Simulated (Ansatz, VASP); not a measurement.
# Cu: VASP beside Ansatz

```
Cu
1.0
     2.55619    0.00000    0.00000
     0.00000    2.55619    0.00000
     0.00000    0.00000   32.07500
Cu
11
Direct
  0.00000 0.00000 0.23840
  0.50000 0.50000 0.28924
  0.00000 0.00000 0.34221
  0.50000 0.50000 0.39482
  0.00000 0.00000 0.44743
  0.50000 0.50000 0.50000
  0.00000 0.00000 0.55257
  0.50000 0.50000 0.60518
  0.00000 0.00000 0.65779
  0.50000 0.50000 0.71076
  0.00000 0.00000 0.76160
```

Alike in both runs: functional LDA; k mesh 15 × 15 × 1; occupations gaussian, width 0.1 eV; no spin polarisation.

Ansatz relaxed the structure, and its values are those at the end. VASP's run is a single point on that final structure, the one shown.

```csv
,VASP,Ansatz
version,VASP 6.6.1,Ansatz 0.2.0
potentials or method,"VASP PAW LDA potentials, release 64 (Cu)","scalar-relativistic, plane waves, PAW"
plane-wave cutoff (eV),520,420
valence electrons in the cell,121,209
```

```tsv
	VASP	Ansatz	Ansatz less VASP
gap on the k mesh at the Fermi level (eV)	none	none	-
rms of the force components (eV/Å)	0.011	0.002	-0.0093
```

LDA's correlation is that of Perdew and Zunger in VASP and of Perdew and Wang (1992) in Ansatz. A gap of «none» marks a metal or a gap that the smearing closes. VASP's potentials hold 121 valence electrons a cell and Ansatz's 209, so a difference there can come from the potentials and not from the codes. Ansatz's warnings: xc potential rough in thin density.
